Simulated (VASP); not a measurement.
# H11C2NO4 in VASP: notebook, part 2 of 2

VASP 6.6.1. The steps go on from the part before.

## Step 3: Molecular dynamics, PBE+D3(BJ)

The input, INCAR:

```
SYSTEM = H11C2NO4
  PREC = Accurate
  ENCUT = 520
  EDIFF = 1E-5
  ISMEAR = -1
  SIGMA = 0.05
  LREAL = Auto
  LASPH = .True.
  NELM = 80
  ALGO = Normal
  ISIF = 2
  LWAVE = .False.
  LCHARG = .True.
  GGA = PE
  IVDW = 12
  NBANDS = 39
  IBRION = 0
  NSW = 40
  POTIM = 0.5
  TEBEG = 1000.0
  TEEND = 1000.0
  ISYM = 0
  NELMIN = 4
  RANDOM_SEED = 742852 0 0
  MDALGO = 3
  LANGEVIN_GAMMA = 20 20 20 20
```

The input, KPOINTS:

```
regular mesh
0
Gamma
  1 1 1
  0 0 0
```

The input, POSCAR:

```
H11C2NO4
1.0
    6.1064340000      0.0000000000      0.0000000000
    0.0000000000      6.1064340000      0.0000000000
    0.0000000000      0.0000000000      6.1064340000
O H C N
4 11 2 1
Direct
    0.4967535200      0.3781732400      1.2062278100
    0.8977769800      0.3306199700      0.9763899600
    0.1300832400      0.6600014400      0.1410255200
    0.1364843600      0.0788018500      0.2760294700
    0.6167647700      0.3372121000      1.1051388500
    0.4072536300      0.4823312300      1.1181392700
    0.9786254000      0.4683004200      1.0157123800
    0.9588773400      0.2787040800      0.8394026400
    0.1223716700      0.6064376400      0.2983495900
    0.1417924000      0.8224969300      0.1616383800
    0.2774803900      0.1555992900      0.2564126300
    0.0401149200      0.1572299600      0.1717927800
    0.6879733400      0.6711555400      0.4423604000
    0.8634700800      0.8984851700      0.5043376200
    0.8541289000      0.6679761500      0.6837695800
    0.7556653100      0.7727333000      0.5754371700
    0.5790762200      0.8720475600      0.6996570400
    0.4386419300      0.9516894400      0.8007326300
```

Potentials or basis: VASP PAW PBE potentials, release 64 (O, H, C, N).

Launch:

```console
$ cat potpaw_PBE.64/O/POTCAR potpaw_PBE.64/H/POTCAR potpaw_PBE.64/C/POTCAR potpaw_PBE.64/N/POTCAR > POTCAR
$ mpirun -np 1 vasp_gam > vasp.out
```

OUTCAR:

```text
SYSTEM = H11C2NO4
   PREC = Accurate
   ENCUT = 520
   EDIFF = 1E-5
   ISMEAR = -1
   LREAL = Auto
   LASPH = .True.
   NELM = 80
   ISIF = 2
   GGA = PE
   IVDW = 12
   IBRION = 0
   NSW = 40
   POTIM = 0.5
   TEBEG = 1000.0
   ISYM = 0
   NELMIN = 4
 IVDW          = 12

 ion  position               nearest neighbor table
   1  0.497  0.378  0.206-   5 0.99   6 1.00
   2  0.898  0.331  0.976-   8 0.97   7 1.00
   3  0.130  0.660  0.141-  10 1.00   9 1.02
   4  0.136  0.079  0.276-  11 0.99  12 0.99
   5  0.617  0.337  0.105-   1 0.99
   6  0.407  0.482  0.118-   1 1.00
   7  0.979  0.468  0.016-   2 1.00
   8  0.959  0.279  0.839-   2 0.97
   9  0.122  0.606  0.298-   3 1.02
  10  0.142  0.822  0.162-   3 1.00
  11  0.277  0.156  0.256-   4 0.99
  12  0.040  0.157  0.172-   4 0.99
  13  0.688  0.671  0.442-  16 1.10
  14  0.863  0.898  0.504-  16 1.10
  15  0.854  0.668  0.684-  16 1.10
  16  0.756  0.773  0.575-  15 1.10  14 1.10  13 1.10  17 1.45
  17  0.579  0.872  0.700-  18 1.16  16 1.45
  18  0.439  0.952  0.801-  17 1.16

IMPORTANT INFORMATION: All symmetrisations will be switched off!
NOSYMM: (Re-)initialisation of all symmetry stuff for point group C_1.

----------------------------------------------------------------------------------------

                                     Primitive cell

  volume of cell :     227.7000

  direct lattice vectors                    reciprocal lattice vectors
     6.106434000  0.000000000  0.000000000     0.163761698  0.000000000  0.000000000
     0.000000000  6.106434000  0.000000000     0.000000000  0.163761698  0.000000000
     0.000000000  0.000000000  6.106434000     0.000000000  0.000000000  0.163761698

  length of vectors
     6.106434000  6.106434000  6.106434000     0.163761698  0.163761698  0.163761698

  position of ions in fractional coordinates (direct lattice)
     0.496753520  0.378173240  0.206227810
     0.897776980  0.330619970  0.976389960
     0.130083240  0.660001440  0.141025520
     0.136484360  0.078801850  0.276029470
     0.616764770  0.337212100  0.105138850
     0.407253630  0.482331230  0.118139270
[... 10 lines left out ...]
     0.579076220  0.872047560  0.699657040
     0.438641930  0.951689440  0.800732630

  ion indices of the primitive-cell ions
   primitive index   ion index
                 1           1
                 2           2
                 3           3
                 4           4
                 5           5
                 6           6
[... 10 lines left out ...]
                17          17
                18          18

----------------------------------------------------------------------------------------

 KPOINTS: regular mesh

Automatic generation of k-mesh.
 Grid dimensions read from file:
 generate k-points for:    1    1    1

 Generating k-lattice:

  Cartesian coordinates                     Fractional coordinates (reciprocal lattice)
     0.163761698  0.000000000  0.000000000     1.000000000  0.000000000  0.000000000
     0.000000000  0.163761698  0.000000000     0.000000000  1.000000000  0.000000000
     0.000000000  0.000000000  0.163761698     0.000000000  0.000000000  1.000000000

  Length of vectors
     0.163761698  0.163761698  0.163761698

  Shift w.r.t. Gamma in fractional coordinates (k-lattice)
     0.000000000  0.000000000  0.000000000

 Subroutine IBZKPT returns following result:
 ===========================================

 Found      1 irreducible k-points:

 Following reciprocal coordinates:
            Coordinates               Weight
  0.000000  0.000000  0.000000      1.000000
   k-points           NKPTS =      1   k-points in BZ     NKDIM =      1   number of bands    NBANDS=     39
   number of dos      NEDOS =    301   number of ions     NIONS =     18
   total plane-waves  NPLWV = 110592
   dimension x,y,z NGX =    48 NGY =   48 NGZ =   48
   dimension x,y,z NGXF=    96 NGYF=   96 NGZF=   96
   ions per type =               4  11   2   1
   NGX,Y,Z   is equivalent  to a cutoff of  13.07, 13.07, 13.07 a.u.
   NGXF,Y,Z  is equivalent  to a cutoff of  26.14, 26.14, 26.14 a.u.
 SYSTEM =  H11C2NO4
   PREC   = accura    normal or accurate (medium, high low for compatibility)
   ISTART =      0    job   : 0-new  1-cont  2-samecut
   ICHARG =      2    charge: 1-file 2-atom 10-const
   ISPIN  =      1    spin polarized calculation?
   LNONCOLLINEAR =      F non collinear calculations
   LSORBIT =      F    spin-orbit coupling
   LASPH  =      T    aspherical Exc in radial PAW
   ENCUT  =  520.0 eV  38.22 Ry    6.18 a.u.  11.35 11.35 11.35*2*pi/ulx,y,z
   NELM   =     80;   NELMIN=  4; NELMDL= -5     # of ELM steps
   EDIFF  = 0.1E-04   stopping-criterion for ELM
   LREAL  =      T    real-space projection
   EDIFFG = 0.1E-03   stopping-criterion for IOM
   NSW    =     40    number of steps for IOM
   IBRION =      0    ionic relax: 0-MD 1-quasi-New 2-CG
   NFREE  =      0    steps in history (QN), initial steepest desc. (CG)
   ISIF   =      2    stress and relaxation
   ISYM   =      0    0-nonsym 1-usesym 2-fastsym
   POTIM  = 0.5000    time-step for ionic-motion
   TEBEG  = 1000.0;   TEEND  =1000.0 temperature during run
   PSTRESS=    0.0 pullay stress
   NELECT =      48.0000    total number of electrons
   NUPDOWN=      -1.0000    fix difference up-down
   EMIN   =  10.00;   EMAX   =-10.00  energy-range for DOS
   EFERMI =   0.00;   METHOD = LEGACY
   ISMEAR =    -1;   SIGMA  =   0.05  broadening in eV -4-tet -1-fermi 0-gaus
   EFERMI_NEDOS =   21; number of points for ismear=-14 and -15
   IALGO  =     38    algorithm
   IMIX   =      4    mixing-type and parameters
     AMIX     =   0.40;   BMIX     =  1.00
     AMIX_MAG =   1.60;   BMIX_MAG =  1.00
  volume/ion in A,a.u.               =      12.65        85.37
  Fermi-wavevector in a.u.,A,eV,Ry     =   0.974318  1.841195 12.915961  0.949296
  Thomas-Fermi vector in A             =   2.104769
   LORBIT       =      0    0 simple, 1 ext, 2 COOP (PROOUT), +10 PAW based schemes
   GGA     = PE    functional components
   LHFCALC =     F    Hartree Fock is set to
   AEXX    =    0.0000 exact exchange contribution
   IVDW    =    12    specifies the selected vdW correction
   LEPSILON=     F    determine dielectric tensor
   LRPA    =     F    only Hartree local field effects (RPA)
 molecular dynamics for ions
 non-spin polarized calculation
  energy-cutoff  :      520.00
  volume of cell :      227.70
 maximum number of plane-waves:      3022
 NGX is ok and might be reduce to    48
   NGX = 23   NGY = 23   NGZ = 23

--------------------------------------- Ionic step        1  -------------------------------------------

 number of electron      47.9999992 magnetization

 Free energy of the ion-electron system (eV)
  ---------------------------------------------------
  ext. energy  EPLUGINS =         0.00000000
  ---------------------------------------------------
  free energy    TOTEN  =       -95.27724115 eV

  energy without entropy =      -95.27724115  energy(sigma->0) =      -95.27724115

------------------------ aborting loop because EDIFF is reached ----------------------------------------

 Edisp (eV)   -0.58952

 E8    (eV) :    -0.1256
[... 179 lines left out ...]
  ENERGY OF THE ELECTRON-ION-THERMOSTAT SYSTEM (eV)
  ---------------------------------------------------
% ion-electron   TOTEN  =       -95.708834  see above
  kinetic energy EKIN   =         2.351173
  kin. lattice  EKIN_LAT=         0.000000  (temperature 1010.52 K)
  nose potential ES     =         0.000000
  nose kinetic   EPS    =         0.000000
  ---------------------------------------------------
  total energy   ETOTAL =       -93.357662 eV

[... ionic steps 4 to 37 ...]

--------------------------------------- Ionic step       38  -------------------------------------------

 number of electron      48.0000009 magnetization

------------------------ aborting loop because EDIFF is reached ----------------------------------------
[... 127 lines left out ...]
--------------------------------------- Ionic step       40  -------------------------------------------

 number of electron      48.0000015 magnetization

 Free energy of the ion-electron system (eV)
  ---------------------------------------------------
  ext. energy  EPLUGINS =         0.00000000
  ---------------------------------------------------
  free energy    TOTEN  =       -94.02284300 eV

  energy without entropy =      -94.02284300  energy(sigma->0) =      -94.02284300

 E-fermi :  -2.7492     XC(G=0):  -6.2658

 val. band max:       -3.9400434938   @ k =   0.0000   0.0000   0.0000
 cond. band min:       0.6761666133   @ k =   0.0000   0.0000   0.0000
 fundamental gap:      4.6162101071
 Fermi energy:        -2.7491984519

 k-point     1 :       0.0000    0.0000    0.0000
  band No.  band energies     occupation
      1     -23.1608      2.00000
      2     -22.8416      2.00000
      3     -22.0442      2.00000
      4     -21.6710      2.00000
      5     -19.4137      2.00000
      6     -16.0090      2.00000
[... 28 lines left out ...]
     35       6.3744      0.00000
     36       6.6879      0.00000
 [bands above 36 left out]

------------------------ aborting loop because EDIFF is reached ----------------------------------------

 Edisp (eV)   -0.58959

 E8    (eV) :    -0.1258
[... 47 lines left out ...]
  ENERGY OF THE ELECTRON-ION-THERMOSTAT SYSTEM (eV)
  ---------------------------------------------------
% ion-electron   TOTEN  =       -94.612437  see above
  kinetic energy EKIN   =         1.947900
  kin. lattice  EKIN_LAT=         0.000000  (temperature  837.20 K)
  nose potential ES     =         0.000000
  nose kinetic   EPS    =         0.000000
  ---------------------------------------------------
  total energy   ETOTAL =       -92.664537 eV
```

Wall time 11 min (1 thread of Intel Xeon 8259CL, shared host); peak memory 0.36 GiB.

Results:

* Dispersion energy per atom: -0.033 eV

Caveat: the k points lie up to 1.03 Å⁻¹ apart.

## Step 4: Molecular dynamics, PBE+D3(BJ)

The input, INCAR:

```
PREC     = Accurate       # precision mode
ENCUT    = 520            # plane-wave cutoff, eV
EDIFF    = 1E-5           # SCF threshold, eV
ISMEAR   = -1             # smearing method
SIGMA    = 0.05           # smearing width, eV
LREAL    = Auto         
LASPH    = T              # aspherical terms in the spheres
NELM     = 60             # most SCF steps
ALGO     = Normal         # electronic algorithm
ISIF     = 2              # what is computed and relaxed
LWAVE    = F              # write WAVECAR
LCHARG   = F              # write CHGCAR
GGA      = PE             # functional
IVDW     = 12             # dispersion correction
NBANDS   = 39             # bands
IBRION   = 0              # ionic algorithm
NSW      = 40             # ionic steps
POTIM    = 0.5            # step
TEBEG    = 1000.0       
TEEND    = 1000.0       
ISYM     = 0            
NELMIN   = 4            
RANDOM_SEED= 166632 0 0   
MDALGO   = 1            
ANDERSEN_PROB= 0.0
```

The input, KPOINTS:

```
regular mesh
0
Gamma
  1 1 1
```

The input, POSCAR:

```
H11C2NO4
1.0
    6.1064340000      0.0000000000      0.0000000000
    0.0000000000      6.1064340000      0.0000000000
    0.0000000000      0.0000000000      6.1064340000
O H C N
4 11 2 1
Direct
    0.4287529000      0.3559594000      1.1833414500
    0.9028535300      0.3024609200      0.9544278100
    0.1438513200      0.6642018200      0.0949436700
    0.1657884200      0.0341244300      0.3372530000
    0.5818065600      0.4149341600      1.1993224700
    0.3363170300      0.4992235400      1.1780431900
    0.9643013100      0.4432033900      0.9586638600
    0.9518459300      0.2220837200      0.8277559500
    0.1119732900      0.7888144800      0.1899150600
    0.2654390200      0.7291519500     -0.0104350600
    0.2795295000      0.1523990400      0.3398608600
    0.0452119400      0.1112762500      0.2740786800
    0.5204297300      0.7725913900      0.3592117100
    0.6702851200      1.0300971500      0.3941662900
    0.7690470000      0.7336842200      0.4788479200
    0.6258560300      0.8555903800      0.4530032700
    0.5313374300      0.8958251000      0.6630259500
    0.5100913600      0.8896991600      0.8482184500
```

Launch:

```console
$ cat potpaw_PBE.64/O/POTCAR potpaw_PBE.64/H/POTCAR potpaw_PBE.64/C/POTCAR potpaw_PBE.64/N/POTCAR > POTCAR
$ mpirun -np 1 vasp_gam > vasp.out
```

Run time: 11 min. Hardware: 1 thread of Intel Xeon 8259CL, shared host; peak memory 0.36 GiB.

Results (log left out):

```yaml
Dispersion_energy_per_atom: -0.034 eV
```

Step by step:
```tsv
step	potential energy change (eV)	largest force (eV/Å)	pressure (GPa)	volume (Å³)	temperature (K)
1	0.0000	4.6727	0.90	227.70	1014
2	-0.0742	3.8421	0.39	227.70	1047
3	-0.0865	3.9585	-0.07	227.70	1052
4	-0.0230	3.9215	-0.39	227.70	1024
5	0.0929	4.3356	-0.58	227.70	973
6	0.2128	4.8154	-0.69	227.70	919
7	0.2959	4.5618	-0.76	227.70	882
8	0.3353	5.0901	-0.78	227.70	863
9	0.3521	5.6106	-0.73	227.70	855
10	0.3688	5.9779	-0.57	227.70	847
11	0.3945	6.1942	-0.29	227.70	835
12	0.4291	6.2809	0.09	227.70	819
13	0.4696	6.2313	0.55	227.70	801
14	0.5081	6.4698	1.04	227.70	784
15	0.5252	7.6824	1.47	227.70	777
16	0.5036	7.8583	1.77	227.70	786
17	0.4562	6.8523	1.95	227.70	806
18	0.4254	4.9810	2.00	227.70	819
19	0.4443	3.5268	1.95	227.70	810
20	0.5112	3.9401	1.79	227.70	781
21	0.5959	4.6439	1.51	227.70	744
22	0.6552	5.0452	1.05	227.70	718
23	0.6489	5.9348	0.41	227.70	721
24	0.5648	6.1461	-0.40	227.70	758
25	0.4361	5.2808	-1.26	227.70	815
26	0.3222	3.7655	-2.06	227.70	866
27	0.2660	3.1721	-2.65	227.70	892
28	0.2728	3.2575	-2.99	227.70	889
29	0.3213	3.1872	-3.06	227.70	868
30	0.3825	3.2981	-2.90	227.70	841
31	0.4310	3.7238	-2.54	227.70	819
32	0.4495	4.8656	-2.07	227.70	811
33	0.4275	6.1717	-1.54	227.70	821
34	0.3591	7.0712	-1.03	227.70	852
35	0.2485	7.1020	-0.59	227.70	901
36	0.1263	6.0094	-0.25	227.70	955
37	0.0477	4.0401	0.02	227.70	989
38	0.0523	4.6001	0.20	227.70	988
39	0.1246	5.5789	0.23	227.70	957
40	0.2069	5.5514	0.01	227.70	920
```

Caveat: the k points lie up to 1.03 Å⁻¹ apart.
